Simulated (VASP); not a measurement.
# BeAs (Pm-3m) in VASP: further runs, part 2 of 2

VASP 6.6.1. Earlier steps stand in the parts before.

### Step 3. Single point, PBE

This run uses another cell than the first one, of 14.05 Å³/atom, 0.964 times its volume.

File INCAR:

```
PREC = Accurate ; ENCUT = 520
EDIFF = 1E-7 ; ISMEAR = 0
SIGMA = 0.1 ; LREAL = F
LASPH = T ; NELM = 60
ALGO = Normal ; ISIF = 2
LWAVE = F ; LCHARG = T
GGA = PE ; LELF = T
LVHAR = T ; NBANDS = 10
```

File KPOINTS:

```
regular mesh
0
Gamma
  18 18 18
```

File POSCAR:

```
BeAs
1.0
    3.0398696228      0.0000000000      0.0000000000
    0.0000000000      3.0398696228      0.0000000000
    0.0000000000      0.0000000000      3.0398696228
Be As
1 1
Direct
    0.0000000000      0.0000000000      0.0000000000
    0.5000000000      0.5000000000      0.5000000000
```

Potentials or basis: VASP PAW PBE potentials, release 64 (Be, As).

Started as:

```
cat potpaw_PBE.64/Be/POTCAR potpaw_PBE.64/As/POTCAR > POTCAR
mpirun -np 1 vasp_std > vasp.out
```

OUTCAR:

```text
PREC = Accurate
   ENCUT = 520
   EDIFF = 1E-7
   ISMEAR = 0
   LREAL = F
   LASPH = T
   NELM = 60
   ISIF = 2
   GGA = PE

 ion  position               nearest neighbor table
   1  0.000  0.000  0.000-   2 2.63   2 2.63   2 2.63   2 2.63   2 2.63   2 2.63   2 2.63   2 2.63

   2  0.500  0.500  0.500-   1 2.63   1 2.63   1 2.63   1 2.63   1 2.63   1 2.63   1 2.63   1 2.63

  LATTYP: Found a simple cubic cell.
 ALAT       =     3.0398696228

  Lattice vectors:

 A1 = (   3.0398696228,   0.0000000000,   0.0000000000)
 A2 = (   0.0000000000,   3.0398696228,   0.0000000000)
 A3 = (   0.0000000000,   0.0000000000,   3.0398696228)

Analysis of symmetry for initial positions (statically):
=====================================================================
 Subroutine PRICEL returns:
 Original cell was already a primitive cell.

 Routine SETGRP: Setting up the symmetry group for a
 simple cubic supercell.

 Subroutine GETGRP returns: Found 48 space group operations
[... 9 lines left out ...]

 Routine SETGRP: Setting up the symmetry group for a
 simple cubic supercell.

 Subroutine GETGRP returns: Found 48 space group operations
[... 11 lines left out ...]
                                     Primitive cell

  volume of cell :      28.0908

  direct lattice vectors                    reciprocal lattice vectors
     3.039869623  0.000000000  0.000000000     0.328961477  0.000000000  0.000000000
     0.000000000  3.039869623  0.000000000     0.000000000  0.328961477  0.000000000
     0.000000000  0.000000000  3.039869623     0.000000000  0.000000000  0.328961477

  length of vectors
     3.039869623  3.039869623  3.039869623     0.328961477  0.328961477  0.328961477

  position of ions in fractional coordinates (direct lattice)
     0.000000000  0.000000000  0.000000000
     0.500000000  0.500000000  0.500000000

  ion indices of the primitive-cell ions
   primitive index   ion index
                 1           1
                 2           2

[... 92 lines left out ...]
  volume/ion in A,a.u.               =      14.05        94.78
  Fermi-wavevector in a.u.,A,eV,Ry     =   1.030194  1.946785 14.439872  1.061301
  Thomas-Fermi vector in A             =   2.164280
   LORBIT       =      0    0 simple, 1 ext, 2 COOP (PROOUT), +10 PAW based schemes
   GGA     = PE    functional components
   LHFCALC =     F    Hartree Fock is set to
   AEXX    =    0.0000 exact exchange contribution
   IVDW    =     0    specifies the selected vdW correction
   LEPSILON=     F    determine dielectric tensor
   LRPA    =     F    only Hartree local field effects (RPA)
 non-spin polarized calculation
 Gauss-broadening in eV      SIGMA  =   0.10
  energy-cutoff  :      520.00
  volume of cell :       28.09
 maximum number of plane-waves:       772
 NGX is ok and might be reduce to    24
   NGX = 11   NGY = 11   NGZ = 11

 number of electron       7.0000002 magnetization

 Free energy of the ion-electron system (eV)
  ---------------------------------------------------
  ext. energy  EPLUGINS =         0.00000000
  ---------------------------------------------------
  free energy    TOTEN  =        -7.27539474 eV

  energy without entropy =       -7.27025399  energy(sigma->0) =       -7.27282436

 E-fermi :   6.7107     XC(G=0): -10.5947

 val. band max:        6.6979298797   @ k =   0.1111   0.0000   0.0000
 cond. band min:       6.7116278215   @ k =   0.3333   0.1111   0.1111
 fundamental gap:      0.0136979418
 Fermi energy:         6.7107351773

 k-point     1 :       0.0000    0.0000    0.0000
  band No.  band energies     occupation
      1      -7.8613      2.00000
      2       6.5135      1.99472
      3       6.5135      1.99472
      4       6.5135      1.99472
      5       9.4566      0.00000
      6      11.9459      0.00000
      7      11.9459      0.00000
      8      17.6077      0.00000
      9      17.6077      0.00000
     10      17.6077      0.00000
[... 287 lines left out ...]
 k-point    24 :       0.3333    0.1111    0.0000
  band No.  band energies     occupation
      1      -6.3205      2.00000
      2       0.4561      2.00000
      3       6.3508      2.00000
      4       8.2640      0.00000
      5      11.3704      0.00000
      6      12.2981      0.00000
      7      13.5904      0.00000
      8      14.8925      0.00000
      9      15.6840      0.00000
     10      20.0478      0.00000

 [... further k-points ...]
[... 5 lines left out ...]
  --------------------------------------------------------------------------------------
  -------------------------------------------------------------------------------------
  Total        0.0294360      0.0294360      0.0294360      0.0000000     -0.0000000     -0.0000000
  in kB        1.6788979      1.6788979      1.6788979      0.0000000     -0.0000000     -0.0000000
  external PRESSURE =       1.6788979 kB  Pullay stress =       0.0000000 kB

 VOLUME and BASIS-vectors are now :
 -----------------------------------------------------------------------------
  energy-cutoff  :      520.00
  volume of cell :       28.09
      direct lattice vectors                 reciprocal lattice vectors
     3.039869623  0.000000000  0.000000000     0.328961477  0.000000000  0.000000000
     0.000000000  3.039869623  0.000000000     0.000000000  0.328961477  0.000000000
     0.000000000  0.000000000  3.039869623     0.000000000  0.000000000  0.328961477

 POSITION                                       TOTAL-FORCE (eV/Angst)
 -----------------------------------------------------------------------------------
      0.00000      0.00000      0.00000         0.000000      0.000000      0.000000
      1.51993      1.51993      1.51993         0.000000      0.000000      0.000000
 -----------------------------------------------------------------------------------
    total drift:                                0.000000     -0.000000     -0.000000

  FREE ENERGIE OF THE ION-ELECTRON SYSTEM (eV)
  ---------------------------------------------------
  free  energy   TOTEN  =        -7.2753947367 eV

  energy  without entropy=       -7.2702539863  energy(sigma->0) =       -7.27282436
```

stdout:

```text
POSCAR found type information on POSCAR BeAs
 POSCAR found :  2 types and       2 ions
 scaLAPACK will be used
 LDA part: xc-table for (Slater+PW92), standard interpolation
 POSCAR, INCAR and KPOINTS ok, starting setup
 FFT: planning ... GRIDC
 FFT: planning ... GRID_SOFT
 FFT: planning ... GRID
 WAVECAR not read
 entering main loop
```

Wall time 37 s (1 thread of Intel Xeon Platinum 8375C at 2.90GHz (Ice Lake), shared host); peak memory 0.19 GiB.

What came out:

```
Free energy : -7.2754 eV
Pressure    : 0.2 GPa
```
